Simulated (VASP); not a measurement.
Crystal: Cd2S.

```
Cd S
1.0
     2.44942   -3.99518    0.00000
     2.44942    3.99518    0.00000
     0.00000    0.00000    4.38735
Cd S
2 1
Direct
  0.33486 0.66514 0.00000
  0.66514 0.33486 0.00000
  0.50000 0.50000 0.50000
```

The cell was generated, and may not be a known phase.

* Program: VASP 6.6.1
* Task: relaxation of cell and atoms
* Functional: PBE
* Potentials or basis: VASP PAW PBE potentials, release 64 (Cd, S)
* Cutoff: 600 eV
* k mesh: 5 × 5 × 5
* Occupations: gaussian, width 0.2 eV
* Spin: no spin polarisation

At the start: pressure 6.2 GPa; volume 28.62 Å³/atom.

Question: How do energy, volume and symmetry change on relaxing?

Answer: Over 24 steps the energy falls by 328.1 meV/atom and the volume is 27.85 Å³/atom (-2.7 %); space group Cmmm (No. 65, to 0.1 Å) before and after.

Step by step:
| step | energy change (eV) | largest force (eV/Å) | pressure (GPa) | volume (Å³) |
| --- | --- | --- | --- | --- |
| 1 | 0.0000 | 1.5179 | 6.22 | 85.87 |
| 2 | -0.3739 | 0.4004 | -1.42 | 100.21 |
| 3 | -0.3842 | 0.2178 | -0.60 | 97.67 |
| 4 | -0.5314 | 0.1386 | -0.52 | 98.16 |
| 5 | -0.6504 | 0.0065 | -0.04 | 98.32 |
| 6 | -0.6543 | 0.0536 | 0.18 | 98.21 |
| 7 | -0.6924 | 0.3037 | -0.89 | 99.17 |
| 8 | -0.6940 | 0.3779 | -1.11 | 99.35 |
| 9 | -0.7464 | 0.4441 | -0.58 | 95.61 |
| 10 | -0.8235 | 0.5968 | 0.66 | 88.32 |
| 11 | -0.8103 | 0.7087 | 4.99 | 73.23 |
| 12 | -0.8624 | 0.6959 | 2.36 | 81.06 |
| 13 | -0.8582 | 0.7151 | 3.21 | 78.15 |
| 14 | -0.8750 | 0.6559 | 3.03 | 77.69 |
| 15 | -0.9024 | 0.4441 | 2.51 | 76.21 |
| 16 | -0.9024 | 0.3926 | 2.41 | 75.85 |
| 17 | -0.9176 | 0.3982 | 1.95 | 76.74 |
| 18 | -0.9494 | 0.4163 | 0.70 | 79.42 |
| 19 | -0.9596 | 0.4363 | -1.27 | 84.90 |
| 20 | -0.9635 | 0.4328 | -0.68 | 83.03 |
| 21 | -0.9748 | 0.2999 | -0.45 | 83.21 |
| 22 | -0.9830 | 0.0392 | 0.02 | 83.53 |
| 23 | -0.9830 | 0.0473 | 0.01 | 83.52 |
| 24 | -0.9842 | 0.0496 | -0.06 | 83.54 |

Final structure:
```
Cd S
1.0
     1.92841   -5.63237    0.00000
     1.92841    5.63237    0.00000
     0.00000    0.00000    3.84589
Cd S
2 1
Direct
  0.34569 0.65431 0.00000
  0.65431 0.34569 0.00000
  0.50000 0.50000 0.50000
```

Caveat: a cell axis changed by over 15 % at a fixed basis, so the end point is rough; the relaxation stopped at a loose force limit of 0.08 eV/Å, so its end isn't a converged minimum.
